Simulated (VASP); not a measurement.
Crystal: CuO.

```
CELL_PARAMETERS angstrom
2.87950 0.00000 0.00000
0.03907 2.87928 0.00000
0.01750 0.01724 5.17634
ATOMIC_POSITIONS crystal
Cu 0.00000 0.50000 0.00000
Cu 0.50000 0.00000 0.50000
O 0.99842 0.00167 0.74989
O 0.00158 0.99833 0.25011
```

- Program: VASP 6.6.1
- Task: relaxation of cell and atoms
- Functional: PBEsol
- Potentials or basis: VASP PAW PBE potentials, release 64 (Cu, O)
- Cutoff: 600 eV
- k mesh: 9 × 9 × 5
- Occupations: fermi-dirac, width 0.05 eV
- Spin: no spin polarisation
- Hubbard terms: Cu d U = 4.0 eV

At the start: pressure -4.1 GPa; volume 10.73 Å³/atom.

Problem. Where does the relaxation end?

Solution. Over 7 steps the energy falls by 4.6 meV/atom and the volume is 10.51 Å³/atom (-2.1 %); space group P4_2/mmc (No. 131, to 0.1 Å) before and after.

Step by step:
```csv
step,energy change (eV),largest force (eV/Å),pressure (GPa),volume (Å³)
1,0.0000,0.0109,-4.14,42.92
2,-0.0110,0.0029,3.16,41.22
3,-0.0174,0.0061,0.26,41.84
4,-0.0174,0.0063,0.15,41.86
5,-0.0180,0.0026,0.06,41.93
6,-0.0183,0.0046,-0.08,42.02
7,-0.0183,0.0050,-0.08,42.03
```

Final structure:
```
CELL_PARAMETERS angstrom
2.87568 -0.00106 -0.00007
0.03796 2.87497 0.00020
0.01734 0.01757 5.08341
ATOMIC_POSITIONS crystal
Cu 0.00000 0.50000 0.00000
Cu 0.50000 0.00000 0.50000
O 0.99855 0.00150 0.75005
O 0.00145 0.99850 0.24995
```

Caveat: the PAW data sets were made with another functional, which shifts forces and pressure a little; U without spin polarisation on a metal has little footing.
